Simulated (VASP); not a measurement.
Write the native input for VASP 6.6.1 that does the following.

```yaml
Task: single point
Functional: PBE
Dispersion: D3(BJ)
Potentials_or_basis: VASP PAW PBE potentials, release 64 (Sn_d, O)
Cutoff: 520 eV
k_mesh: 7 × 7 × 1
Occupations: gaussian, width 0.05 eV
Spin: no spin polarisation
Dipole_correction: yes
Further_INCAR_settings: ALGO = Normal; EDIFF = 1e-06; NBANDS = 50
```

The structure of SnO lies in POSCAR:

```
SnO
1.0
    3.8201527579      0.0002954580      0.0000000000
   -0.0003145460      3.8201527564      0.0000000000
    0.0000000000      0.0000000000     22.2260749779
Sn O
4 4
Direct
    0.9999453016      0.9999453016      0.2024648978
    0.4999453016      0.4999453016      0.3087831520
    0.4999453016      0.7499453016      0.4977503900
   -0.0000546984      0.2499453016      0.6040686442
    0.9999461181      0.4999461181      0.2556240249
    0.4999461181      0.9999461181      0.2556240249
    0.4999461181      0.2499461181      0.5509095171
   -0.0000538819      0.7499461181      0.5509095171
```

One way to write it, as run:

INCAR

```
SYSTEM = SnO
  ALGO = Normal
  DIPOL = 0.5 0.5 0.403
  EDIFF = 1E-6
  ENCUT = 520
  GGA = PE
  IDIPOL = 3
  ISIF = 2
  ISMEAR = 0
  IVDW = 12
  LASPH = .True.
  LCHARG = .False.
  LDIPOL = .True.
  LREAL = .False.
  LWAVE = .False.
  NBANDS = 50
  NELM = 60
  PREC = Accurate
  SIGMA = 0.05
```

KPOINTS

```
k-points
0
Gamma
  7 7 1
  0 0 0
```

Potentials or basis: VASP PAW PBE potentials, release 64 (Sn_d, O).

The run is started by

```sh
$ cat potpaw_PBE.64/Sn_d/POTCAR potpaw_PBE.64/O/POTCAR > POTCAR
$ mpirun -np 1 vasp_std > vasp.out
```

It gave:

| Item | Value |
| --- | --- |
| Largest force | 0.087 eV/Å |
| Band gap on the k mesh | 2.44 eV, indirect (least direct gap 2.56 eV) |
| Dispersion energy per atom | -0.155 eV |

Caveat: spin-orbit coupling is left out, which moves the levels of the heavy elements.

Wall time 3.4 min on 1 thread of Intel(R) Xeon(R) 6975P-C (Granite Rapids), on a shared host, peak memory 0.45 GiB.
